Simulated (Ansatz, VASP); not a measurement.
# Two plane-wave programs on W

Contents of INCAR:

```
PREC = Accurate
ENCUT = 520
EDIFF = 1E-7
ISMEAR = 0
SIGMA = 0.15
LREAL = F
LASPH = T
NELM = 60
ALGO = Fast
ISIF = 2
LWAVE = F
LCHARG = T
GGA = PS
LVHAR = T
NBANDS = 51
KPAR = 4
```

File KPOINTS:

```
Automatic mesh
0
Gamma
  24 24 5
```

Contents of POSCAR:

```
W
1.0
    1.9989957669     -1.9989957669      0.0000000000
    1.9989957669      0.0000000000     -1.9989957669
   10.5940592790     10.5940592790     10.5940592790
W
6
Direct
    0.6666666667      0.6666666667      0.0628841729
    0.0000000000      0.0000000000      0.6918516959
    0.3333333333      0.3333333333      0.1886776775
    0.6666666667      0.6666666667      0.4402646867
    0.0000000000      0.0000000000      0.3144711821
    0.3333333333      0.3333333333      0.5660581913
```

Input for Ansatz:

```yaml
crystal:
  lattice:
    - [1.9989957669, -1.9989957669, 0.0]
    - [1.9989957669, 0.0, -1.9989957669]
    - [10.594059279, 10.594059279, 10.594059279]
  atoms:
    - { symbol: W, position: [0.6666666667, 0.6666666667, 0.0628841729] }
    - { symbol: W, position: [0.0, 0.0, 0.6918516959] }
    - { symbol: W, position: [0.3333333333, 0.3333333333, 0.1886776775] }
    - { symbol: W, position: [0.6666666667, 0.6666666667, 0.4402646867] }
    - { symbol: W, position: [0.0, 0.0, 0.3144711821] }
    - { symbol: W, position: [0.3333333333, 0.3333333333, 0.5660581913] }
basis:
  ecutwfc: 420
kpoints:
  mp_grid: { grid: [24, 24, 5] }
hamiltonian:
  xc: pbesol
scf:
  occupations: { method: gaussian, width: 0.15 }
output:
  forces: true
  stress: true
  eigenvalues: true
```

Alike in both runs: task single point; functional PBEsol; k mesh 24 × 24 × 5; occupations gaussian, width 0.15 eV; no spin polarisation.

|  | VASP | Ansatz |
| --- | --- | --- |
| version | VASP 6.6.1 | Ansatz 0.2.0 |
| potentials or method | VASP PAW PBE potentials, release 64 (W_sv), cutoff 520 eV | scalar-relativistic, plane waves, PAW |
| valence electrons in the cell | 84 | 84 |

|  | VASP | Ansatz | Ansatz less VASP |
| --- | --- | --- | --- |
| gap on the k mesh at the Fermi level (eV) | none | none | - |
| rms of the force components (eV/Å) | 0.121 | 0.115 | -0.0060 |

VASP's potentials were made for PBE, not for PBEsol. Atom by atom the forces differ by 0.011 eV/Å (rms over components). A gap of «none» marks a metal or a gap that the smearing closes. With one functional, cell and mesh, what is left measures potentials, basis and numerics.

Neither program's run includes spin-orbit coupling.
